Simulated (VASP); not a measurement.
Runs of VASP 6.6.1 on ZnS. The structure is that of space group F-43m (No. 216), or close to it. The cells are those of the table. 

```tsv
level	cell	smearing	gap on the mesh (eV)	pressure (GPa)
r2SCAN	a = 3.873, b = 3.873, c = 3.810 Å, angles 60.5, 60.5, 58.9°, 2 atoms	gaussian 0.01 eV	2.52	-2.3
PBE	a = 3.810, b = 3.849, c = 3.849 Å, angles 59.3, 60.3, 60.3°, 2 atoms	fermi-dirac 0.02 eV	(b)	(a)
r2SCAN	a = 3.810, b = 3.849, c = 3.849 Å, angles 59.3, 60.3, 60.3°, 2 atoms	gaussian 0.01 eV	2.59	-1.5
PBE	a = 3.873, b = 3.873, c = 3.810 Å, angles 60.5, 60.5, 58.9°, 2 atoms	fermi-dirac 0.02 eV	1.97	(c)
```

Alike in all rows: task single point; potentials or basis VASP PAW PBE potentials, release 64 (Zn, S); no spin polarisation; k mesh 8 × 8 × 8; cutoff (eV) 520.

Task: Estimate the missing entries.

Result: (a) 0.9; (b) 2.04; (c) 0.0.

Caveats: the PAW data sets were made with another functional, which shifts forces and pressure a little (some runs).

